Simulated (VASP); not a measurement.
Wanted: the native input for a VASP 6.6.1 run.

```
Task                   : single point
Functional             : PBEsol
Potentials or basis    : VASP PAW PBE potentials, release 64 (Zn, Se)
Cutoff                 : 520 eV
k mesh                 : 6 × 6 × 6
Occupations            : gaussian, width 0.02 eV
Spin                   : no spin polarisation
Dipole correction      : no
Further INCAR settings : ALGO = Normal; EDIFF = 1e-07; NBANDS = 60
```

The structure of ZnSe2 lies in POSCAR:

```
ZnSe2
1.0
    6.0520420919      0.0000000000      0.0000000000
    0.0000000000      6.0520420919      0.0000000000
    0.0000000000      0.0000000000      6.4668301918
Zn Se
4 8
Direct
    0.5000000000      0.5000000000      0.0000000000
    0.5000000000      0.0000000000      0.5000000000
    0.0000000000      0.5000000000      0.5000000000
    0.0000000000      0.0000000000      0.0000000000
    0.1099663251      0.8886402326      0.3899423836
    0.8900336749      0.3886402326      0.1100576164
    0.3900336749      0.1113597674      0.8899423836
    0.6099663251      0.6113597674      0.6100576164
    0.8900336749      0.1113597674      0.6100576164
    0.1099663251      0.6113597674      0.8899423836
    0.6099663251      0.8886402326      0.1100576164
    0.3900336749      0.3886402326      0.3899423836
```

The input as run:

INCAR

```
SYSTEM = ZnSe2
PREC     = Accurate       ! precision mode
ENCUT    = 520            ! plane-wave cutoff, eV
EDIFF    = 1E-7           ! SCF threshold, eV
ISMEAR   = 0              ! smearing method
SIGMA    = 0.02           ! smearing width, eV
LREAL    = .False.        ! projectors in reciprocal space
LASPH    = .True.         ! aspherical terms in the spheres
NELM     = 80             ! most SCF steps
ALGO     = Normal         ! electronic algorithm
ISIF     = 2              ! what is computed and relaxed
LWAVE    = .False.        ! write WAVECAR
LCHARG   = .False.        ! write CHGCAR
GGA      = PS             ! functional
NBANDS   = 60             ! bands
```

KPOINTS

```
regular mesh
0
Gamma
  6 6 6
  0 0 0
```

Potentials or basis: VASP PAW PBE potentials, release 64 (Zn, Se).

Command:

```sh
$ cat potpaw_PBE.64/Zn/POTCAR potpaw_PBE.64/Se/POTCAR > POTCAR
$ mpirun -np 1 vasp_std > vasp.out
```

Results of the run:

```json
{
 "Pressure": "2.5 GPa",
 "Largest force": "0.029 eV/Å",
 "Band gap on the k mesh": "0.48 eV (least direct gap 0.53 eV)"
}
```

Caveat: the PAW data sets were made with another functional, which shifts forces and pressure a little.

It took 19 min on 1 thread of Oxide Virtual Turin-like Processor, on a shared host, peak memory 0.73 GiB.
